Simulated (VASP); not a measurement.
Set up this calculation in VASP 6.6.1, as the native input.

```yaml
Task: single point
Functional: PBEsol
Potentials_or_basis: VASP PAW PBE potentials, release 64 (Ru_pv, Si)
Cutoff: 520 eV
k_mesh: 6 × 6 × 6
Occupations: gaussian, width 0.1 eV
Spin: no spin polarisation
Dipole_correction: no
Further_INCAR_settings: ALGO = Fast; EDIFF = 1e-06; NBANDS = 31
```

The structure of SiRu3 lies in POSCAR:

```
SiRu3
1.0
    0.0000000000      2.9763958415      2.9763958415
    2.9763958415      0.0000000000      2.9763958415
    2.9763958415      2.9763958415      0.0000000000
Ru Si
3 1
Direct
    0.7500000000      0.7500000000      0.7500000000
    0.2500000000      0.2500000000      0.2500000000
    0.5000000000      0.5000000000      0.5000000000
    0.0000000000      0.0000000000      0.0000000000
```

The input as run:

INCAR

```
SYSTEM = SiRu3
PREC = Accurate
ENCUT = 520
EDIFF = 1E-6
ISMEAR = 0
SIGMA = 0.1
LREAL = .False.
LASPH = .True.
NELM = 100
ALGO = Fast
ISIF = 2
LWAVE = .False.
LCHARG = .False.
GGA = PS
NBANDS = 31
```

KPOINTS

```
Automatic mesh
0
Gamma
  6 6 6
  0 0 0
```

Potentials or basis: VASP PAW PBE potentials, release 64 (Ru_pv, Si).

Command:

```console
$ cat potpaw_PBE.64/Ru_pv/POTCAR potpaw_PBE.64/Si/POTCAR > POTCAR
$ mpirun -np 1 vasp_std > vasp.out
```

Results of the run:

| Item | Value |
| --- | --- |
| Pressure | 0.1 GPa |
| Band gap on the k mesh | zero (bands 23 and 24 overlap by 0.58 eV) |

Caveat: the PAW data sets were made with another functional, which shifts forces and pressure a little.

It took 35 s on 1 thread of Intel Xeon 8259CL, on a shared host, peak memory 0.18 GiB.
